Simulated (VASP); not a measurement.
Input of a VASP 6.6.1 run:

File INCAR:

```
ALGO = Normal
DIPOL = 0.5 0.5 0.343
EDIFF = 1E-6
ENCUT = 520
GGA = PS
IDIPOL = 3
ISIF = 2
ISMEAR = 0
LASPH = True
LCHARG = False
LDIPOL = True
LREAL = False
LWAVE = False
NBANDS = 15
NELM = 80
PREC = Accurate
SIGMA = 0.1
```

Contents of KPOINTS:

```
k-points
0
Gamma
  8 5 1
```

Contents of POSCAR:

```
Mg4O
1.0
    3.1881999939      0.0000000000      0.0000000000
    0.0000000000      5.1084658709      0.0000000000
    0.0000000000      0.0000000000     19.1358427726
Mg O
4 1
Direct
    0.0000000000      0.7500000000      0.2090318178
    0.5000000000      0.2500000000      0.2571276385
    0.5000000000      0.7500000000      0.3576109084
    0.0000000000      0.2500000000      0.3990335238
    0.0000000000      0.2500000000      0.4932870225
```

Potentials or basis: VASP PAW PBE potentials, release 64 (Mg, O).

Command:

```console
$ cat potpaw_PBE.64/Mg/POTCAR potpaw_PBE.64/O/POTCAR > POTCAR
$ mpirun -np 1 vasp_std > vasp.out
```

(1) What does it give for the band gap on the k mesh?

(2) Estimate the largest force.

## Answers

(1) zero (bands 7 and 8 overlap by 0.33 eV).

(2) 0.395 eV/Å.

Caveat: the PAW data sets were made with another functional, which shifts forces and pressure a little.
